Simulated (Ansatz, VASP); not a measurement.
# Two plane-wave programs on Cd2InGaO4

```
CELL_PARAMETERS angstrom
4.19291 0.00000 0.00000
0.00000 4.19291 0.00000
0.00000 0.00000 6.36884
ATOMIC_POSITIONS crystal
Cd 0.50000 0.50000 0.25771
Cd 0.50000 0.50000 0.74229
In 0.00000 0.00000 0.00000
Ga 0.00000 0.00000 0.50000
O 0.50000 0.00000 0.00000
O 0.00000 0.50000 0.00000
O 0.50000 0.00000 0.50000
O 0.00000 0.50000 0.50000
```

Alike in both runs: functional PBE; k mesh 8 × 8 × 8; occupations gaussian, width 0.1 eV; no spin polarisation.

Ansatz relaxed the structure, and its values are those at the end. VASP's run is a single point on that final structure, the one shown.

|  | VASP | Ansatz |
| --- | --- | --- |
| version | VASP 6.6.1 | Ansatz 0.2.0 |
| potentials or method | VASP PAW PBE potentials, release 64 (Cd_sv_GW, In_d, Ga_d, O), cutoff 700 eV | scalar-relativistic, plane waves, PAW |
| valence electrons in the cell | 90 | 90 |

Ansatz gave:

* gap on the k mesh at the Fermi level (eV): none
* pressure (GPa): 0.0

Question: What did VASP give for the same quantities?

Answer: gap on the k mesh at the Fermi level (eV): none; pressure (GPa): 0.1.

A gap of «none» marks a metal or a gap that the smearing closes.
